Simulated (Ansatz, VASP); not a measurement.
## ZrB in VASP and in Ansatz

INCAR

```
PREC = Accurate
ENCUT = 520
EDIFF = 1E-7
ISMEAR = 0
SIGMA = 0.05
LREAL = F
LASPH = T
NELM = 150
ALGO = Normal
ISIF = 2
LWAVE = F
LCHARG = F
MAGMOM = 0 0 0 0 0 0
LORBIT = 11
LSORBIT = T
GGA_COMPAT = F
LORBMOM = T
LMAXMIX = 4
GGA = PE
NBANDS = 27
```

File KPOINTS:

```
Automatic mesh
0
Gamma
  12 12 12
```

The input POSCAR:

```
ZrB
1.0
    0.0000000000      2.4521217160      2.4521217160
    2.4521217160      0.0000000000      2.4521217160
    2.4521217160      2.4521217160      0.0000000000
Zr B
1 1
Direct
    0.5000000000      0.5000000000      0.5000000000
    0.0000000000      0.0000000000      0.0000000000
```

Input for Ansatz:

```yaml
crystal:
  lattice:
    - [0.0, 2.452121716, 2.452121716]
    - [2.452121716, 0.0, 2.452121716]
    - [2.452121716, 2.452121716, 0.0]
  atoms:
    - { symbol: Zr, position: [0.5, 0.5, 0.5] }
    - { symbol: B, position: [0.0, 0.0, 0.0] }
basis:
  ecutwfc: 420
  ecutrho_ratio: 4
kpoints:
  mp_grid: { grid: [12, 12, 12] }
hamiltonian:
  xc: pbe
scf:
  occupations: { method: gaussian, width: 0.05 }
output:
  forces: true
  stress: true
  eigenvalues: true
  populations: true
  dos: { projected: true, de: 0.02 }
  write_density: true
  write_potential: true
  elf: true
  volumetric_format: npy
magnetization:
  noncollinear: true
  spin_orbit: true
```

Alike in both runs: task single point; functional PBE; k mesh 12 × 12 × 12; occupations gaussian, width 0.05 eV; non-collinear spin, spin-orbit coupling.

|  | VASP | Ansatz |
| --- | --- | --- |
| version | VASP 6.6.1 | Ansatz 0.2.0 |
| potentials or method | VASP PAW PBE potentials, release 64 (Zr_sv, B), cutoff 520 eV | plane waves, PAW |
| valence electrons in the cell | 15 | 15 |

|  | VASP | Ansatz | Ansatz less VASP |
| --- | --- | --- | --- |
| pressure (GPa) | 0.1 | 0.0 | -0.11 |
